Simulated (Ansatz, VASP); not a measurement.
## Sb: VASP beside Ansatz

INCAR

```
SYSTEM = Sb
ALGO = Normal
EDIFF = 1E-6
ENCUT = 520
GGA = RP
ISIF = 2
ISMEAR = -1
IVDW = 13
LASPH = .True.
LCHARG = .True.
LELF = .True.
LREAL = .False.
LVHAR = .True.
LWAVE = .False.
NBANDS = 12
NELM = 100
PREC = Accurate
SIGMA = 0.05
```

File KPOINTS:

```
k-points
0
Gamma
  8 8 8
  0 0 0
```

POSCAR

```
Sb
1.0
    2.1102243954      1.2183386227      3.6812845966
   -2.1102243954      1.2183386227      3.6812845966
    0.0000000000     -2.4366772455      3.6812845966
Sb
2
Direct
    0.7665100000      0.7665100000      0.7665100000
    0.2334900000      0.2334900000      0.2334900000
```

Contents of input.yaml:

```yaml
crystal:
  lattice:
    - [2.1102243954, 1.2183386227, 3.6812845966]
    - [-2.1102243954, 1.2183386227, 3.6812845966]
    - [0.0, -2.4366772455, 3.6812845966]
  atoms:
    - { symbol: Sb, position: [0.76651, 0.76651, 0.76651] }
    - { symbol: Sb, position: [0.23349, 0.23349, 0.23349] }
hamiltonian:
  xc: rpbe
  pseudopotentials: { kind: paw }
  dispersion: d4
kpoints:
  mp_grid: { grid: [8, 8, 8] }
scf:
  occupations: { method: fermi_dirac, width: 0.05 }
output:
  forces: true
  stress: true
  eigenvalues: true
  write_density: true
  write_potential: true
  elf: true
  volumetric_format: npy
```

Alike in both runs: task single point; functional RPBE; dispersion D4; k mesh 8 × 8 × 8; occupations fermi-dirac, width 0.05 eV; no spin polarisation.

|  | VASP | Ansatz |
| --- | --- | --- |
| version | VASP 6.6.1 | Ansatz 0.2.0 |
| potentials or method | VASP PAW PBE potentials, release 64 (Sb) | Ansatz PAW |
| plane-wave cutoff (eV) | 520 | 420 |
| valence electrons in the cell | 10 | 30 |

|  | VASP | Ansatz | Ansatz less VASP |
| --- | --- | --- | --- |
| gap on the k mesh at the Fermi level (eV) | none | none | - |
| pressure (GPa) | 2.7 | 2.7 | -0.07 |
| traceless stress, the component that is largest in VASP (GPa) | -1.00 | -0.94 | +0.059 |
| rms of the force components (eV/Å) | 0.364 | 0.334 | -0.0300 |

VASP's potentials were made for PBE, not for RPBE. Atom by atom the forces differ by 0.030 eV/Å (rms over components). A gap of «none» marks a metal or a gap that the smearing closes. VASP's potentials hold 10 valence electrons a cell and Ansatz's 30, so a difference there can come from the potentials and not from the codes.

Neither program's run includes spin-orbit coupling.
